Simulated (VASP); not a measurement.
Input of a VASP 6.6.1 run:

Contents of INCAR:

```
SYSTEM = Al16In
PREC = Accurate ; ENCUT = 520
EDIFF = 1E-7 ; ISMEAR = -1
SIGMA = 0.15 ; LREAL = Auto
LASPH = .TRUE. ; NELM = 60
ALGO = Normal ; ISIF = 2
LWAVE = .FALSE. ; LCHARG = .FALSE.
GGA = PE ; NBANDS = 44
```

File KPOINTS:

```
Automatic mesh
0
G
  2 3 1
  0 0 0
```

File POSCAR:

```
Al16In
1.0
    8.1000000000      0.0000000000      0.0000000000
    0.0000000000      5.7275650000      0.0000000000
    0.0000000000      0.0000000000     15.2956740000
Al In
16 1
Direct
    0.2500000000      0.2500015277      0.0653779624
    0.7500000000      0.2500015277      0.0653779624
    0.2500000000      0.7500045831      0.0653779624
    0.7500000000      0.7500045831      0.0653779624
    0.0168024691      0.1327440195      0.1549065442
    0.4717407407     -0.0599207517      0.1341490411
   -0.0074197531      0.6222015813      0.1804627897
    0.5099135802      0.4607018864      0.0870899837
    0.1720864198     -0.0275858938      0.2766664614
    0.8417407407      0.3351162318      0.2961229430
    0.3509012346      0.5171307528      0.2430818021
    0.8176172840      0.9032285098      0.2538168635
    0.0108765432      0.2972991140      0.4478651938
    0.5926296296      0.0494974741      0.4011984042
   -0.3348271605      0.6094387405      0.4665044509
    0.3439876543      0.3702620573      0.4422492268
    0.1799753086      0.9981554116      0.5427416928
```

Potentials or basis: VASP PAW PBE potentials, release 64 (Al, In_d).

Command:

```sh
$ cat potpaw_PBE.64/Al/POTCAR potpaw_PBE.64/In_d/POTCAR > POTCAR
$ mpirun -np 1 vasp_std > vasp.out
```

(1) Estimate the band gap on the k mesh.

(2) Predict the largest force.

## Answers

(1) zero (an odd number of electrons rules out a gap without spin polarisation).

(2) 2.306 eV/Å.

Caveat: the k points lie up to 0.39 Å⁻¹ apart, too coarse for converged energies and pressures of a metal; the atoms stand as in a frame of molecular dynamics; spin-orbit coupling is left out, which moves the levels of the heavy elements.
